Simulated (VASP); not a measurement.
A run of VASP 6.6.1 is set up as follows.

INCAR

```
ALGO     = Normal         # electronic algorithm
EDIFF    = 1E-7           # SCF threshold, eV
EDIFFG   = -0.01          # ionic threshold
ENCUT    = 600            # plane-wave cutoff, eV
GGA      = PE             # functional
IBRION   = 2              # ionic algorithm
ISIF     = 4              # what is computed and relaxed
ISMEAR   = 0              # smearing method
IVDW     = 13             # dispersion correction
LASPH    = T              # aspherical terms in the spheres
LCHARG   = F              # write CHGCAR
LREAL    = F              # projectors in reciprocal space
LWAVE    = F              # write WAVECAR
NELM     = 100            # most SCF steps
NSW      = 60             # ionic steps
PREC     = Accurate       # precision mode
SIGMA    = 0.05           # smearing width, eV
```

File KPOINTS:

```
k-points
0
Gamma
  8 8 8
```

File POSCAR:

```
HfB2
1.0
    3.1092982409      0.0000000000      0.0000000000
   -1.5546491204      2.6927312646      0.0000000000
    0.0000000000      0.0000000000      3.4136907738
Hf B
1 2
Direct
    0.0000000000      0.0000000000      0.0000000000
    0.3333333333      0.6666666667      0.5000000000
    0.6666666667      0.3333333333      0.5000000000
```

Potentials or basis: VASP PAW PBE potentials, release 64 (Hf_pv, B).

Run with:

```bash
$ cat potpaw_PBE.64/Hf_pv/POTCAR potpaw_PBE.64/B/POTCAR > POTCAR
$ mpirun -np 1 vasp_std > vasp.out
```

Question: Estimate the band gap on the k mesh.

Answer: Zero (band 8 reaches 8.50 eV, above the bottom of band 9 at 7.98 eV).

Question: Predict the dispersion energy per atom.

Answer: -0.323 eV.

Final structure:
```yaml
crystal:
  lattice:
    - [3.10930, 0.00000, 0.00000]
    - [-1.55465, 2.69273, 0.00000]
    - [0.00000, 0.00000, 3.41369]
  atoms:
    - { symbol: Hf, position: [0.00000, 0.00000, 0.00000] }
    - { symbol: B, position: [0.33333, 0.66667, 0.50000] }
    - { symbol: B, position: [0.66667, 0.33333, 0.50000] }
```

Caveat: the relaxation stopped at its first step, so nothing moved; spin-orbit coupling is left out, which moves the levels of the heavy elements.
